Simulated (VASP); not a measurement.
ZrSi2: single point with PBE

Crystal: ZrSi2.

```
Zr Si
1.0
     7.24943    0.00000    0.00000
     0.00000    7.24943    0.00000
     0.00000    0.00000    2.72192
Zr Si
2 4
Direct
  0.00000 0.00000 0.00000
  0.50000 0.50000 0.50000
  0.26450 0.26450 0.00000
  0.23550 0.76450 0.50000
  0.73550 0.73550 0.00000
  0.76450 0.23550 0.50000
```

```json
{
  "Program": "VASP 6.6.1",
  "Task": "single point",
  "Functional": "PBE",
  "Potentials or basis": "VASP PAW PBE potentials, release 64 (Zr_sv, Si)",
  "Cutoff": "520 eV",
  "k mesh": "6 × 6 × 14",
  "Occupations": "gaussian, width 0.1 eV",
  "Spin": "no spin polarisation"
}
```

```
Pressure               : 0.0 GPa
Band gap on the k mesh : zero (band 20 reaches 6.20 eV, above the bottom of band 21 at 4.61 eV)
```

Levels at points of the mesh, in eV from the Fermi level:
```tsv
k point	band 18	band 19	band 20	band 21	band 22	band 23
(0.00, 0.00, 0.00)	-1.27	-1.14	-0.04	1.04	1.04	2.26
(0.50, 0.00, 0.00)	-2.09	-1.00	-1.00	0.83	0.83	2.17
(0.50, 0.50, 0.00)	-1.42	-1.19	-1.19	-0.87	-0.87	3.56
(0.00, 0.00, 0.50)	-1.01	-0.38	-0.38	-0.27	-0.27	0.48
(0.50, 0.00, 0.50)	-1.95	-0.84	-0.84	1.03	1.03	1.14
(0.50, 0.50, 0.50)	-1.00	-0.14	-0.14	-0.09	-0.09	1.12
```

It took 4.6 min on 1 thread of Intel Xeon 6975P-C (shared host), peak memory 0.41 GiB.
